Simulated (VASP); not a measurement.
Set up this calculation in VASP 6.6.1, as the native input.

```
Task                   : single point
Functional             : PBE
Potentials or basis    : VASP PAW PBE potentials, release 64 (Hf_pv, B)
Cutoff                 : 520 eV
k mesh                 : 6 × 6 × 4
Occupations            : gaussian, width 0.1 eV
Spin                   : no spin polarisation
Dipole correction      : no
Further INCAR settings : ALGO = Normal; EDIFF = 1e-07; NBANDS = 19
```

The structure of HfB4 lies in POSCAR:

```
HfB4
1.0
    3.9948984422      0.0000000000      0.0000000000
   -1.9974492211      3.4596835365      0.0000000000
    0.0000000000      0.0000000000      6.2491365113
Hf B
1 4
Direct
    0.0000000000      0.0000000000      0.0000000000
    0.0000000000      0.0000000000      0.3689761484
    0.0000000000      0.0000000000      0.6310238516
    0.3333333333      0.6666666667      0.0000000000
    0.6666666667      0.3333333333      0.0000000000
```

These files were run (other wordings do the same):

INCAR

```
PREC     = Accurate       # precision mode
ENCUT    = 520            # plane-wave cutoff, eV
EDIFF    = 1E-7           # SCF threshold, eV
ISMEAR   = 0              # smearing method
SIGMA    = 0.1            # smearing width, eV
LREAL    = False          # projectors in reciprocal space
LASPH    = True           # aspherical terms in the spheres
NELM     = 100            # most SCF steps
ALGO     = Normal         # electronic algorithm
ISIF     = 2              # what is computed and relaxed
LWAVE    = False          # write WAVECAR
LCHARG   = False          # write CHGCAR
GGA      = PE             # functional
NBANDS   = 19             # bands
```

KPOINTS

```
regular mesh
0
Gamma
  6 6 4
```

Potentials or basis: VASP PAW PBE potentials, release 64 (Hf_pv, B).

Launch:

```console
$ cat potpaw_PBE.64/Hf_pv/POTCAR potpaw_PBE.64/B/POTCAR > POTCAR
$ mpirun -np 1 vasp_std > vasp.out
```

It gave:

| Property | Result |
| --- | --- |
| Pressure | 0.3 GPa |
| Largest force | 0.021 eV/Å |
| Band gap on the k mesh | zero (band 11 reaches 2.25 eV, above the bottom of band 12 at 0.49 eV) |

Caveat: spin-orbit coupling is left out, which moves the levels of the heavy elements.

Run time: 51 s on 1 thread of Intel(R) Xeon(R) Platinum 8259CL CPU @ 2.50GHz (Skylake/Cascade Lake), on a shared host, peak memory 0.21 GiB.
